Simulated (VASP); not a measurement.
The system is C.

```
CELL_PARAMETERS angstrom
2.49960 0.00000 0.00000
-1.24980 2.16471 0.00000
0.00000 0.00000 4.11898
ATOMIC_POSITIONS crystal
C 0.33333 0.66667 0.99974
C 0.66667 0.33333 0.49974
C 0.33333 0.66667 0.37426
C 0.66667 0.33333 0.87426
```

This cell differs from its parent crystal: strained cell.

Base run:

- Program: VASP 6.6.1
- Functional: PBEsol
- Potentials or basis: VASP PAW PBE potentials, release 64 (C_h)
- Cutoff: 910 eV
- k mesh: 9 × 9 × 6
- Occupations: gaussian, width 0.02 eV
- Spin: no spin polarisation

Its results: band gap on the k mesh 3.03 eV, indirect (least direct gap 4.81 eV); pressure 4.5 GPa.

Question: The run is repeated on the same cell with these changes: potentials or basis from VASP PAW PBE potentials, release 64 (C_h) to VASP PAW PBE potentials, release 64 (C); cutoff from 910 eV to 520 eV. What comes out?

Answer: Band gap on the k mesh 3.03 eV, indirect (least direct gap 4.81 eV); pressure 5.6 GPa.

Caveats: the PAW data sets were made with another functional, which shifts forces and pressure a little; the cutoff is under 1.25 times the usual one of these potentials, so pressure, stress and relaxed cells hold a basis-set (Pulay) error (some runs).

A k mesh can miss the band edges.
